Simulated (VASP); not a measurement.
Write the native input for VASP 6.6.1 that does the following.

```
Task                   : single point
Functional             : PBE
Potentials or basis    : VASP PAW PBE potentials, release 64 (Li_sv, Zr_sv, O)
Cutoff                 : 520 eV
k mesh                 : 14 × 14 × 14
Occupations            : gaussian, width 0.1 eV
Spin                   : no spin polarisation
Dipole correction      : no
Further INCAR settings : ALGO = Normal; EDIFF = 1e-07; NBANDS = 23
```

The structure of Li2ZrO2 lies in POSCAR:

```
Li2ZrO2
1.0
   -1.8212285504      1.8212285504      3.5643744379
    1.8212285504     -1.8212285504      3.5643744379
    1.8212285504      1.8212285504     -3.5643744379
Li Zr O
2 1 2
Direct
    0.3328537418      0.3328537418      0.0000000000
    0.6671462582      0.6671462582      0.0000000000
    0.0000000000      0.0000000000      0.0000000000
    0.2500000000      0.7500000000      0.5000000000
    0.7500000000      0.2500000000      0.5000000000
```

These files were run (other wordings do the same):

INCAR

```
PREC = Accurate ; ENCUT = 520
EDIFF = 1E-7 ; ISMEAR = 0
SIGMA = 0.1 ; LREAL = F
LASPH = T ; NELM = 100
ALGO = Normal ; ISIF = 2
LWAVE = F ; LCHARG = T
GGA = PE ; LELF = T
LVHAR = T ; NBANDS = 23
```

KPOINTS

```
Automatic mesh
0
Gamma
  14 14 14
```

Potentials or basis: VASP PAW PBE potentials, release 64 (Li_sv, Zr_sv, O).

Command:

```console
$ cat potpaw_PBE.64/Li_sv/POTCAR potpaw_PBE.64/Zr_sv/POTCAR potpaw_PBE.64/O/POTCAR > POTCAR
$ mpirun -np 1 vasp_std > vasp.out
```

It gave:

| Quantity | Value |
| --- | --- |
| Largest force | 0.018 eV/Å |
| Band gap on the k mesh | zero (band 15 reaches 8.34 eV, above the bottom of band 16 at 8.06 eV) |

Wall time 2.4 min on 1 thread of Intel(R) Xeon(R) 6975P-C (Granite Rapids), on a shared host, peak memory 0.39 GiB.
